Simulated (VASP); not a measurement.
# Te2Mo (P6_3/mmc) in VASP: further runs

Te2Mo is run at these levels: PBE+D3(BJ); tasks: single point, relaxation of cell and atoms.

Program: VASP 6.6.1. These are calculated values, not measurements. Logs are shortened: lines on timing, memory, paths and dates and some standing lists are left out, and cuts for length are marked.

## 1. The cell of the first run

Symmetry: P6_3/mmc, No. 194, hexagonal system. Conventional cell: a = 3.497 Å, b = 3.497 Å, c = 13.699 Å, α = 90.00°, β = 90.00°, γ = 120.00°. Te (site symmetry 3m) has 3 Mo at 2.72 Å and 10 Te at 3.50 to 3.80 Å within 3.8 Å. Within 3.6 Å of Mo (site symmetry -6m2) lie 6 Te at 2.72 Å and 6 Mo at 3.50 Å.

## 2. Single point, PBE+D3(BJ)

INCAR

```
SYSTEM = Te2Mo
ALGO = Normal ; EDIFF = 1E-6
ENCUT = 520 ; GGA = PE
ISIF = 2 ; ISMEAR = 0
IVDW = 12 ; LASPH = .True.
LCHARG = .True. ; LELF = .True.
LREAL = .False. ; LVHAR = .True.
LWAVE = .False. ; NBANDS = 35
NELM = 100 ; PREC = Accurate
SIGMA = 0.01
```

KPOINTS

```
k-points
0
Gamma
  9 9 2
  0 0 0
```

POSCAR

```
Te2Mo
1.0
    3.4966367804      0.0000000000      0.0000000000
   -1.7483183902      3.0281762797      0.0000000000
    0.0000000000      0.0000000000     13.6993993030
Te Mo
4 2
Direct
    0.3333333333      0.6666666667      0.6173583375
    0.6666666667      0.3333333333      0.1173583375
    0.3333333333      0.6666666667      0.8826416625
    0.6666666667      0.3333333333      0.3826416625
    0.3333333333      0.6666666667      0.2500000000
    0.6666666667      0.3333333333      0.7500000000
```

Potentials or basis: VASP PAW PBE potentials, release 64 (Te, Mo_sv).

The run is started by

```console
$ cat potpaw_PBE.64/Te/POTCAR potpaw_PBE.64/Mo_sv/POTCAR > POTCAR
$ mpirun -np 1 vasp_std > vasp.out
```

OUTCAR:

```text
SYSTEM = Te2Mo
   EDIFF = 1E-6
   ENCUT = 520
   GGA = PE
   ISIF = 2
   ISMEAR = 0
   IVDW = 12
   LASPH = .True.
   LREAL = .False.
   NELM = 100
   PREC = Accurate
 IVDW          = 12

 ion  position               nearest neighbor table
   1  0.333  0.667  0.617-   6 2.72   6 2.72   6 2.72   3 3.63
   2  0.667  0.333  0.117-   5 2.72   5 2.72   5 2.72   4 3.63
   3  0.333  0.667  0.883-   6 2.72   6 2.72   6 2.72   1 3.63
   4  0.667  0.333  0.383-   5 2.72   5 2.72   5 2.72   2 3.63
   5  0.333  0.667  0.250-   2 2.72   4 2.72   2 2.72   4 2.72   2 2.72   4 2.72
   6  0.667  0.333  0.750-   1 2.72   3 2.72   1 2.72   3 2.72   1 2.72   3 2.72

  LATTYP: Found a hexagonal cell.
 ALAT       =     3.4966367804
 C/A-ratio  =     3.9178788543

  Lattice vectors:

 A1 = (   3.4966367804,   0.0000000000,   0.0000000000)
 A2 = (  -1.7483183902,   3.0281762797,   0.0000000000)
 A3 = (   0.0000000000,   0.0000000000,  13.6993993030)

Analysis of symmetry for initial positions (statically):
=====================================================================
 Subroutine PRICEL returns:
 Original cell was already a primitive cell.

 Routine SETGRP: Setting up the symmetry group for a
 hexagonal supercell.

 Subroutine GETGRP returns: Found 24 space group operations
 (whereof 12 operations were pure point group operations)
 out of a pool of 24 trial point group operations.

The static configuration has the point symmetry D_3d.
 The point group associated with its full space group is D_6h.

Analysis of symmetry for dynamics (positions and initial velocities):
=====================================================================
 Subroutine PRICEL returns:
 Original cell was already a primitive cell.

 Routine SETGRP: Setting up the symmetry group for a
 hexagonal supercell.

 Subroutine GETGRP returns: Found 24 space group operations
 (whereof 12 operations were pure point group operations)
 out of a pool of 24 trial point group operations.

The dynamic configuration has the point symmetry D_3d.
 The point group associated with its full space group is D_6h.

 Subroutine INISYM returns: Found 24 space group operations
 (whereof 12 operations are pure point group operations),
 and found     1 'primitive' translations

----------------------------------------------------------------------------------------
[... 100 lines left out ...]
   EDIFF  = 0.1E-05   stopping-criterion for ELM
   LREAL  =      F    real-space projection
   EDIFFG = 0.1E-04   stopping-criterion for IOM
   NSW    =      0    number of steps for IOM
   IBRION =     -1    ionic relax: 0-MD 1-quasi-New 2-CG
   NFREE  =      0    steps in history (QN), initial steepest desc. (CG)
   ISIF   =      2    stress and relaxation
   ISYM   =      2    0-nonsym 1-usesym 2-fastsym
   POTIM  = 0.5000    time-step for ionic-motion
   TEBEG  =    0.0;   TEEND  =   0.0 temperature during run
   PSTRESS=    0.0 pullay stress
   NELECT =      52.0000    total number of electrons
   NUPDOWN=      -1.0000    fix difference up-down
   EMIN   =  10.00;   EMAX   =-10.00  energy-range for DOS
   EFERMI =   0.00;   METHOD = LEGACY
   ISMEAR =     0;   SIGMA  =   0.01  broadening in eV -4-tet -1-fermi 0-gaus
   EFERMI_NEDOS =   21; number of points for ismear=-14 and -15
   IALGO  =     38    algorithm
   IMIX   =      4    mixing-type and parameters
     AMIX     =   0.40;   BMIX     =  1.00
     AMIX_MAG =   1.60;   BMIX_MAG =  1.00
  volume/ion in A,a.u.               =      24.18       163.15
  Fermi-wavevector in a.u.,A,eV,Ry     =   1.162960  2.197676 18.401561  1.352477
  Thomas-Fermi vector in A             =   2.299515
   LORBIT       =      0    0 simple, 1 ext, 2 COOP (PROOUT), +10 PAW based schemes
   GGA     = PE    functional components
   LHFCALC =     F    Hartree Fock is set to
   AEXX    =    0.0000 exact exchange contribution
   IVDW    =    12    specifies the selected vdW correction
   LEPSILON=     F    determine dielectric tensor
   LRPA    =     F    only Hartree local field effects (RPA)
 non-spin polarized calculation
 Gauss-broadening in eV      SIGMA  =   0.01
  energy-cutoff  :      520.00
  volume of cell :      145.06
 maximum number of plane-waves:      3974
 NGX is ok and might be reduce to    28
   NGX = 13   NGY = 13   NGZ = 51

 number of electron      51.9999999 magnetization

 Free energy of the ion-electron system (eV)
  ---------------------------------------------------
  ext. energy  EPLUGINS =         0.00000000
  ---------------------------------------------------
  free energy    TOTEN  =       -35.90683036 eV

  energy without entropy =      -35.90683036  energy(sigma->0) =      -35.90683036

 E-fermi :   8.7237     XC(G=0): -10.6408

 val. band max:        8.6318595095   @ k =   0.0000   0.0000   0.0000
 cond. band min:       9.2991132005   @ k =   0.2222   0.2222   0.0000
 fundamental gap:      0.6672536910
 Fermi energy:         8.7237490698

 k-point     1 :       0.0000    0.0000    0.0000
  band No.  band energies     occupation
      1     -52.2226      2.00000
      2     -52.2226      2.00000
      3     -26.3995      2.00000
      4     -26.3995      2.00000
      5     -26.2585      2.00000
      6     -26.2585      2.00000
[... 901 lines left out ...]
     34      12.1930      0.00000
     35      13.5957      0.00000

------------------------ aborting loop because EDIFF is reached ----------------------------------------

 Edisp (eV)   -3.32377

 E8    (eV) :    -1.5315

  FORCE on cell =-STRESS in cart. coord.  units (eV):
  Direction    XX          YY          ZZ          XY          YZ          ZX
  --------------------------------------------------------------------------------------
  -------------------------------------------------------------------------------------
  Total      -0.02366    -0.02366     0.05263     0.00000     0.00000     0.00000
  in kB      -0.26129    -0.26129     0.58130     0.00000     0.00000     0.00000
  external pressure =        0.02 kB  Pullay stress =        0.00 kB

 VOLUME and BASIS-vectors are now :
 -----------------------------------------------------------------------------
  energy-cutoff  :      520.00
  volume of cell :      145.06
      direct lattice vectors                 reciprocal lattice vectors
     3.496636780  0.000000000  0.000000000     0.285989098  0.165115883  0.000000000
    -1.748318390  3.028176280  0.000000000     0.000000000  0.330231766  0.000000000
     0.000000000  0.000000000 13.699399303     0.000000000  0.000000000  0.072995901

 POSITION                                       TOTAL-FORCE (eV/Angst)
 -----------------------------------------------------------------------------------
     -0.00000      2.01878      8.45744        -0.000000      0.000000     -0.014846
      1.74832      1.00939      1.60774         0.000000      0.000000     -0.014846
     -0.00000      2.01878     12.09166        -0.000000      0.000000      0.014846
      1.74832      1.00939      5.24196        -0.000000      0.000000      0.014846
     -0.00000      2.01878      3.42485         0.000000      0.000000      0.000000
      1.74832      1.00939     10.27455        -0.000000     -0.000000      0.000000
 -----------------------------------------------------------------------------------
    total drift:                               -0.000000      0.000000     -0.000000

  FREE ENERGIE OF THE ION-ELECTRON SYSTEM (eV)
  ---------------------------------------------------
  free  energy   TOTEN  =       -39.2306046024 eV

  energy  without entropy=      -39.2306046024  energy(sigma->0) =      -39.23060460
```

It took 96 s on 1 thread of Intel Xeon 6975P-C (Granite Rapids), shared host; peak memory 0.34 GiB.

Results:

* Free energy: -39.2306 eV
* Pressure: 0.0 GPa
* Largest force: 0.015 eV/Å
* Band gap on the k mesh: 0.67 eV (least direct gap 1.04 eV)
* Dispersion energy per atom: -0.554 eV

Forces in eV/Å, atoms in the order of the input:
```
Te   0.000  0.000 -0.015
Te   0.000  0.000 -0.015
Te   0.000  0.000  0.015
Te   0.000  0.000  0.015
Mo   0.000  0.000  0.000
Mo   0.000  0.000  0.000
```

Caveat: spin-orbit coupling is left out, which moves the levels of the heavy elements. A k mesh can miss the band edges.

## 3. Relaxation of cell and atoms, PBE+D3(BJ)

INCAR

```
SYSTEM = Te2Mo
PREC = Accurate
ENCUT = 600
EDIFF = 1E-6
ISMEAR = 0
SIGMA = 0.01
LREAL = .False.
LASPH = .True.
NELM = 100
ALGO = Normal
ISIF = 3
LWAVE = .False.
LCHARG = .False.
GGA = PE
IVDW = 12
IBRION = 2
NSW = 80
EDIFFG = -0.001
```

KPOINTS

```
Automatic mesh
0
Gamma
  9 9 2
  0 0 0
```

POSCAR

```
Te2Mo
1.0
    3.4963748005      0.0000000000      0.0000000000
   -1.7481874003      3.0279493984      0.0000000000
    0.0000000000      0.0000000000     13.7017434307
Te Mo
4 2
Direct
    0.3333333333      0.6666666667      0.6173474572
    0.6666666667      0.3333333333      0.1173474572
    0.3333333333      0.6666666667      0.8826525428
    0.6666666667      0.3333333333      0.3826525428
    0.3333333333      0.6666666667      0.2500000000
    0.6666666667      0.3333333333      0.7500000000
```

Potentials or basis: VASP PAW PBE potentials, release 64 (Te, Mo_sv).

The run is started by

```console
$ cat potpaw_PBE.64/Te/POTCAR potpaw_PBE.64/Mo_sv/POTCAR > POTCAR
$ mpirun -np 1 vasp_std > vasp.out
```

OUTCAR:

```text
SYSTEM = Te2Mo
   PREC = Accurate
   ENCUT = 600
   EDIFF = 1E-6
   ISMEAR = 0
   LREAL = .False.
   LASPH = .True.
   NELM = 100
   ISIF = 3
   GGA = PE
   IVDW = 12
   IBRION = 2
   NSW = 80
   EDIFFG = -0.001
 IVDW          = 12

 ion  position               nearest neighbor table
   1  0.333  0.667  0.617-   6 2.72   6 2.72   6 2.72   3 3.64
   2  0.667  0.333  0.117-   5 2.72   5 2.72   5 2.72   4 3.64
   3  0.333  0.667  0.883-   6 2.72   6 2.72   6 2.72   1 3.64
   4  0.667  0.333  0.383-   5 2.72   5 2.72   5 2.72   2 3.64
   5  0.333  0.667  0.250-   2 2.72   4 2.72   2 2.72   4 2.72   2 2.72   4 2.72
   6  0.667  0.333  0.750-   1 2.72   3 2.72   1 2.72   3 2.72   1 2.72   3 2.72

  LATTYP: Found a hexagonal cell.
 ALAT       =     3.4963748005
 C/A-ratio  =     3.9188428623

  Lattice vectors:

 A1 = (   3.4963748005,   0.0000000000,   0.0000000000)
[... 316 lines left out ...]
  energy  without entropy=      -39.2306085510  energy(sigma->0) =      -39.23060855

[... ionic steps 4 to 24 ...]

--------------------------------------- Ionic step       25  -------------------------------------------

 number of electron      51.9999998 magnetization

------------------------ aborting loop because EDIFF is reached ----------------------------------------
[... 83 lines left out ...]
--------------------------------------- Ionic step       27  -------------------------------------------

 number of electron      51.9999998 magnetization

 Free energy of the ion-electron system (eV)
  ---------------------------------------------------
  ext. energy  EPLUGINS =         0.00000000
  ---------------------------------------------------
  free energy    TOTEN  =       -35.90175256 eV

  energy without entropy =      -35.90175256  energy(sigma->0) =      -35.90175256

 E-fermi :   8.8602     XC(G=0): -10.6503

 val. band max:        8.6523471804   @ k =   0.0000   0.0000   0.0000
 cond. band min:       9.3160588958   @ k =   0.2222   0.2222   0.0000
 fundamental gap:      0.6637117155
 Fermi energy:         8.8602405851

 k-point     1 :       0.0000    0.0000    0.0000
  band No.  band energies     occupation
      1     -52.2007      2.00000
      2     -52.2007      2.00000
      3     -26.3789      2.00000
      4     -26.3789      2.00000
      5     -26.2364      2.00000
      6     -26.2364      2.00000
[... 842 lines left out ...]
  FREE ENERGIE OF THE ION-ELECTRON SYSTEM (eV)
  ---------------------------------------------------
  free  energy   TOTEN  =       -39.2306305992 eV

  energy  without entropy=      -39.2306305992  energy(sigma->0) =      -39.23063060

 reached required accuracy - stopping structural energy minimisation
```

OSZICAR:

```text
N       E                     dE             d eps       ncg     rms          rms(c)
DAV:   1     0.447788608527E+03    0.44779E+03   -0.29311E+04  1688   0.169E+03
DAV:   2    -0.100857149012E+02   -0.45787E+03   -0.44970E+03  1845   0.373E+02
DAV:   3    -0.364493569970E+02   -0.26364E+02   -0.25794E+02  1895   0.734E+01
DAV:   4    -0.371396418873E+02   -0.69028E+00   -0.68802E+00  1853   0.118E+01
[... 171 lines left out ...]
       N       E                     dE             d eps       ncg     rms          rms(c)
DAV:   1    -0.359017628689E+02    0.14908E-03   -0.43054E-04  1488   0.142E-01    0.232E-02
DAV:   2    -0.359017543065E+02    0.85624E-05   -0.21614E-05  1643   0.251E-02    0.110E-02
DAV:   3    -0.359017528009E+02    0.15056E-05   -0.27719E-06  1214   0.964E-03    0.534E-03
DAV:   4    -0.359017525640E+02    0.23691E-06   -0.13189E-06   893   0.635E-03
  27 F= -.39230631E+02 E0= -.39230631E+02  d E =-.117943E-05
```

CONTCAR:

```text
Te2Mo
   1.00000000000000
     3.4950100087800977    0.0000000000000226   -0.0000000000000000
    -1.7475050044400104    3.0267674540996614    0.0000000000000000
     0.0000000000000000   -0.0000000000000000   13.6910069933772949
  Te              Mo
     4     2
Direct
     0.3333333332999970    0.6666666667000030    0.6171754570915270
     0.6666666667000030    0.3333333332999970    0.1171754570915267
     0.3333333332999970    0.6666666667000030    0.8828245429084730
     0.6666666667000030    0.3333333332999970    0.3828245429084733
     0.3333333332999970    0.6666666667000030    0.2500000000000000
     0.6666666667000030    0.3333333332999970    0.7500000000000000

  0.00000000E+00  0.00000000E+00  0.00000000E+00
  0.00000000E+00  0.00000000E+00  0.00000000E+00
  0.00000000E+00  0.00000000E+00  0.00000000E+00
  0.00000000E+00  0.00000000E+00  0.00000000E+00
  0.00000000E+00  0.00000000E+00  0.00000000E+00
  0.00000000E+00  0.00000000E+00  0.00000000E+00
```

Wall time 13 min (1 thread of Intel Xeon 6975P-C (Granite Rapids), shared host); peak memory 0.38 GiB.

Results:

```yaml
Free_energy: -39.2306 eV
Relaxed_volume: 24.14 Å³/atom
Relaxed_cell: a = 3.495 Å, b = 3.495 Å, c = 13.691 Å, α = 90.00°, β = 90.00°, γ = 120.00°
Space_group_after_relaxing_to_0.1_Å: P6_3/mmc (No. 194)
Energy_gained_by_relaxing: 0.0 meV/atom
Ionic_steps: 27
Pressure_after_relaxing: 0.0 GPa
Band_gap_on_the_k_mesh: 0.66 eV (least direct gap 1.03 eV)
Dispersion_energy_per_atom: -0.555 eV
```

Final structure:
```
Te Mo
1.0
     3.49501    0.00000    0.00000
    -1.74751    3.02677    0.00000
     0.00000    0.00000   13.69101
Te Mo
4 2
Direct
  0.33333 0.66667 0.61718
  0.66667 0.33333 0.11718
  0.33333 0.66667 0.88282
  0.66667 0.33333 0.38282
  0.33333 0.66667 0.25000
  0.66667 0.33333 0.75000
```

Caveat: spin-orbit coupling is left out, which moves the levels of the heavy elements. A k mesh can miss the band edges.
